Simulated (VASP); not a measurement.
# Si (a cell with a defect) in VASP: single point with PBE

Aim: the single point of Si (a cell with a defect) with PBE.

Program: VASP 6.6.1. These are calculated values, not measurements. Logs are shortened: lines on timing, memory, paths and dates and some standing lists are left out, and cuts for length are marked.

## Step 1: The cell of the first run

The cell holds a defect, 17 atoms: a = 7.679 Å, b = 7.679 Å, c = 7.679 Å, α = 60.00°, β = 60.00°, γ = 60.00°.

## Step 2: Single point, PBE

Contents of INCAR:

```
ALGO     = Normal         # electronic algorithm
EDIFF    = 1E-6           # SCF threshold, eV
ENCUT    = 520            # plane-wave cutoff, eV
GGA      = PE             # functional
ISIF     = 2              # what is computed and relaxed
ISMEAR   = 0              # smearing method
LASPH    = True           # aspherical terms in the spheres
LCHARG   = False          # write CHGCAR
LREAL    = Auto         
LWAVE    = False          # write WAVECAR
NBANDS   = 48             # bands
NELM     = 60             # most SCF steps
PREC     = Accurate       # precision mode
SIGMA    = 0.02           # smearing width, eV
```

Contents of KPOINTS:

```
k-points
0
Gamma
  2 2 2
```

Contents of POSCAR:

```
Si
1.0
    0.0000000000      5.4300000000      5.4300000000
    5.4300000000      0.0000000000      5.4300000000
    5.4300000000      5.4300000000      0.0000000000
Si
17
Direct
   -0.0208402394     -0.0213619705      0.0630041436
    0.1273540516      0.1268439227      0.1356802026
    0.0096705341      0.0091777164      0.5073869245
    0.1056733886      0.1051814917      0.6834376611
    0.0151916206      0.4973741252     -0.0104879374
    0.1273579190      0.6095645488      0.1356829650
    0.0096689687      0.4732393186      0.5073888582
    0.1515411602      0.6150660221      0.6178004604
    0.4978863720      0.0146747698     -0.0104845304
    0.6100837937      0.1268445672      0.1356802947
    0.4737307551      0.0091779006      0.5073869245
    0.6155570902      0.1510489871      0.6178029466
    0.4978854512      0.4973742173     -0.0104883978
    0.6461269797      0.6456080110      0.0621008287
    0.5195923573      0.5190995396      0.4416816759
    0.6155585635      0.6150661142      0.6178000000
    0.8125800184      0.8120930939      0.5627127993
```

Potentials or basis: VASP PAW PBE potentials, release 64 (Si).

On the command line:

```console
> cat potpaw_PBE.64/Si/POTCAR > POTCAR
> mpirun -np 1 vasp_std > vasp.out
```

OUTCAR:

```text
EDIFF = 1E-6
   ENCUT = 520
   GGA = PE
   ISIF = 2
   ISMEAR = 0
   LASPH = True
   LREAL = Auto
   NELM = 60
   PREC = Accurate

 ion  position               nearest neighbor table
   1  0.979  0.979  0.063-   6 2.34  10 2.34   2 2.34   4 2.38  17 3.13
   2  0.127  0.127  0.136-   5 2.33   9 2.33   3 2.33   1 2.34
   3  0.010  0.009  0.507-   2 2.33   4 2.33  17 2.40   8 2.48  12 2.48
   4  0.106  0.105  0.683-   3 2.33  11 2.33   7 2.33   1 2.38
   5  0.015  0.497  0.990-   6 2.33   2 2.33   8 2.33  14 2.34
   6  0.127  0.610  0.136-  13 2.33   5 2.33   7 2.33   1 2.34
   7  0.010  0.473  0.507-   6 2.33   4 2.33  17 2.40  16 2.48   8 2.48
   8  0.152  0.615  0.618-   5 2.33  15 2.33  17 2.40   7 2.48   3 2.48
   9  0.498  0.015  0.990-  10 2.33   2 2.33  12 2.33  14 2.34
  10  0.610  0.127  0.136-  13 2.33   9 2.33  11 2.33   1 2.34
  11  0.474  0.009  0.507-  10 2.33   4 2.33  17 2.40  16 2.48  12 2.48
  12  0.616  0.151  0.618-   9 2.33  15 2.33  17 2.40  11 2.48   3 2.48
  13  0.498  0.497  0.990-   6 2.33  10 2.33  16 2.33  14 2.34
  14  0.646  0.646  0.062-  13 2.34   5 2.34   9 2.34  15 2.38  17 3.13
  15  0.520  0.519  0.442-  12 2.33  16 2.33   8 2.33  14 2.38
  16  0.616  0.615  0.618-  13 2.33  15 2.33  17 2.40   7 2.48  11 2.48
  17  0.813  0.812  0.563-  12 2.40  16 2.40   8 2.40  11 2.40   3 2.40   7 2.40  14 3.13   1 3.13

  LATTYP: Found a face centered cubic cell.
 ALAT       =    10.8600000000

  Lattice vectors:

 A1 = (   0.0000000000,   5.4300000000,   5.4300000000)
 A2 = (   5.4300000000,   0.0000000000,   5.4300000000)
 A3 = (   5.4300000000,   5.4300000000,   0.0000000000)

Analysis of symmetry for initial positions (statically):
=====================================================================
 Subroutine PRICEL returns:
 Original cell was already a primitive cell.

 Routine SETGRP: Setting up the symmetry group for a
 face centered cubic supercell.

 Subroutine GETGRP returns: Found  2 space group operations
 (whereof  1 operations were pure point group operations)
 out of a pool of 48 trial point group operations.

The static configuration has the point symmetry C_1 .
 The point group associated with its full space group is C_1h.

Analysis of symmetry for dynamics (positions and initial velocities):
=====================================================================
 Subroutine PRICEL returns:
 Original cell was already a primitive cell.

 Routine SETGRP: Setting up the symmetry group for a
[... 123 lines left out ...]
   NFREE  =      0    steps in history (QN), initial steepest desc. (CG)
   ISIF   =      2    stress and relaxation
   ISYM   =      2    0-nonsym 1-usesym 2-fastsym
   POTIM  = 0.5000    time-step for ionic-motion
   TEBEG  =    0.0;   TEEND  =   0.0 temperature during run
   PSTRESS=    0.0 pullay stress
   NELECT =      68.0000    total number of electrons
   NUPDOWN=      -1.0000    fix difference up-down
   EMIN   =  10.00;   EMAX   =-10.00  energy-range for DOS
   EFERMI =   0.00;   METHOD = LEGACY
   ISMEAR =     0;   SIGMA  =   0.02  broadening in eV -4-tet -1-fermi 0-gaus
   EFERMI_NEDOS =   21; number of points for ismear=-14 and -15
   IALGO  =     38    algorithm
   IMIX   =      4    mixing-type and parameters
     AMIX     =   0.40;   BMIX     =  1.00
     AMIX_MAG =   1.60;   BMIX_MAG =  1.00
  volume/ion in A,a.u.               =      18.84       127.11
  Fermi-wavevector in a.u.,A,eV,Ry     =   0.976715  1.845724 12.979587  0.953973
  Thomas-Fermi vector in A             =   2.107356
   LORBIT       =      0    0 simple, 1 ext, 2 COOP (PROOUT), +10 PAW based schemes
   GGA     = PE    functional components
   LHFCALC =     F    Hartree Fock is set to
   AEXX    =    0.0000 exact exchange contribution
   IVDW    =     0    specifies the selected vdW correction
   LEPSILON=     F    determine dielectric tensor
   LRPA    =     F    only Hartree local field effects (RPA)
 non-spin polarized calculation
 Gauss-broadening in eV      SIGMA  =   0.02
  energy-cutoff  :      520.00
  volume of cell :      320.21
 maximum number of plane-waves:      8646
 NGX is ok and might be reduce to    60
   NGX = 29   NGY = 29   NGZ = 29

 number of electron      68.0000000 magnetization

 Free energy of the ion-electron system (eV)
  ---------------------------------------------------
  ext. energy  EPLUGINS =         0.00000000
  ---------------------------------------------------
  free energy    TOTEN  =       -87.68273715 eV

  energy without entropy =      -87.68270047  energy(sigma->0) =      -87.68271881

 E-fermi :   6.6915     XC(G=0):  -9.6937

 val. band max:        6.6496941540   @ k =   0.0000   0.0000   0.5000
 cond. band min:       6.7362620019   @ k =   0.0000   0.0000   0.0000
 fundamental gap:      0.0865678479
 Fermi energy:         6.6915123319

 k-point     1 :       0.0000    0.0000    0.0000
  band No.  band energies     occupation
      1      -6.2114      2.00000
      2      -3.8650      2.00000
      3      -3.6338      2.00000
      4      -3.6338      2.00000
      5      -3.3612      2.00000
      6      -2.5162      2.00000
[... 283 lines left out ...]
     45      10.3828      0.00000
     46      10.4232      0.00000
 [bands above 46 left out]

------------------------ aborting loop because EDIFF is reached ----------------------------------------

  FORCE on cell =-STRESS in cart. coord.  units (eV):
  Direction    XX          YY          ZZ          XY          YZ          ZX
  --------------------------------------------------------------------------------------
  -------------------------------------------------------------------------------------
  Total        9.1282849      9.1283409      9.1283409     -0.8112061      0.8088335      0.8112061
  in kB       45.6741298     45.6744104     45.6744104     -4.0589371      4.0470655      4.0589371
  external PRESSURE =      45.6743169 kB  Pullay stress =       0.0000000 kB

 VOLUME and BASIS-vectors are now :
 -----------------------------------------------------------------------------
  energy-cutoff  :      520.00
  volume of cell :      320.21
      direct lattice vectors                 reciprocal lattice vectors
     0.000000000  5.430000000  5.430000000    -0.092081031  0.092081031  0.092081031
     5.430000000  0.000000000  5.430000000     0.092081031 -0.092081031  0.092081031
     5.430000000  5.430000000  0.000000000     0.092081031  0.092081031 -0.092081031

 POSITION                                       TOTAL-FORCE (eV/Angst)
 -----------------------------------------------------------------------------------
      5.65612      5.65895     10.63084        -0.000278      0.000246     -0.000246
      1.42551      1.42828      1.38030        -0.000550      0.000297      0.000817
      2.80495      2.80762      0.10235        -0.002276     -0.003126     -0.007650
      4.28220      4.28487      1.14494        -0.000711     -0.001896      0.001896
      8.07379      5.45554      2.78323         0.000552      0.000761     -0.000883
      4.04669      1.42831      4.00149        -0.000323     -0.000204      0.000204
[... 9 lines left out ...]
      6.69446      6.69714      6.68229         0.002199      0.001535      0.005898
      7.46520      7.46784      8.82197        -0.000811     -0.000317      0.000317
 -----------------------------------------------------------------------------------
    total drift:                                0.008147     -0.002914     -0.009018

  FREE ENERGIE OF THE ION-ELECTRON SYSTEM (eV)
  ---------------------------------------------------
  free  energy   TOTEN  =       -87.6827371493 eV

  energy  without entropy=      -87.6827004671  energy(sigma->0) =      -87.68271881
```

stdout:

```text
POSCAR found type information on POSCAR Si
 POSCAR found :  1 types and      17 ions
 scaLAPACK will be used
 LDA part: xc-table for (Slater+PW92), standard interpolation
 POSCAR, INCAR and KPOINTS ok, starting setup
 FFT: planning ... GRIDC
 FFT: planning ... GRID_SOFT
 FFT: planning ... GRID
 WAVECAR not read
 entering main loop
```

Wall time 1.7 min (1 thread of Intel Xeon 6975P-C (Granite Rapids), shared host); peak memory 0.45 GiB.

What came out:

- Free energy: -87.6827 eV
- Pressure: 4.6 GPa
- Largest force: 0.009 eV/Å
- Band gap on the k mesh: 0.09 eV

Forces on the atoms (eV/Å):
```
Si   0.000  0.000  0.000
Si  -0.001  0.000  0.001
Si  -0.002 -0.003 -0.008
Si  -0.001 -0.002  0.002
Si   0.001  0.001 -0.001
Si   0.000  0.000  0.000
Si   0.007 -0.003  0.003
Si   0.002 -0.006 -0.002
Si   0.001  0.001 -0.001
Si  -0.001 -0.001  0.000
Si  -0.002  0.008  0.003
Si  -0.005  0.001 -0.001
Si   0.001  0.001 -0.001
Si  -0.001 -0.001  0.001
Si   0.001  0.002 -0.002
Si   0.002  0.002  0.006
Si  -0.001  0.000  0.000
```

Stress tensor (GPa, compression positive):
```
 4.57 -0.41  0.41
-0.41  4.57  0.40
 0.41  0.40  4.57
```

Caveat: the k points lie up to 0.50 Å⁻¹ apart.
